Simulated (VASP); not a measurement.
The system is MgZn2O3.

```xyz
6
Lattice="3.0526 0.0000 0.0000 -1.5263 2.6436 0.0000 0.0000 0.0000 7.4520" Properties=species:S:1:pos:R:3 pbc="T T T"
Mg    0.0000    0.0000    0.0000
Zn    0.0000    1.7624    4.9811
Zn    1.5263    0.8812    2.4709
O     0.0000    1.7624    1.1975
O     1.5263    0.8812    6.2545
O     0.0000    0.0000    3.7260
```

Program: VASP 6.6.1. Alike in all runs: task single point; level PBEsol+U; potentials or basis VASP PAW PBE potentials, release 64 (Mg, Zn, O); no spin polarisation; cell as given; k mesh 12 × 12 × 4; cutoff (eV) 520; smearing gaussian 0.01 eV.

Task: Order these runs on this cell by their band gap on the k mesh, lowest first.
A. U Zn d U = 6.0 eV
B. U Zn d U = 2.0 eV
C. U Zn d U = 4.0 eV

Result: B (1.81 eV), C (1.99 eV), A (2.15 eV).

Caveats: the cell stands under tension.
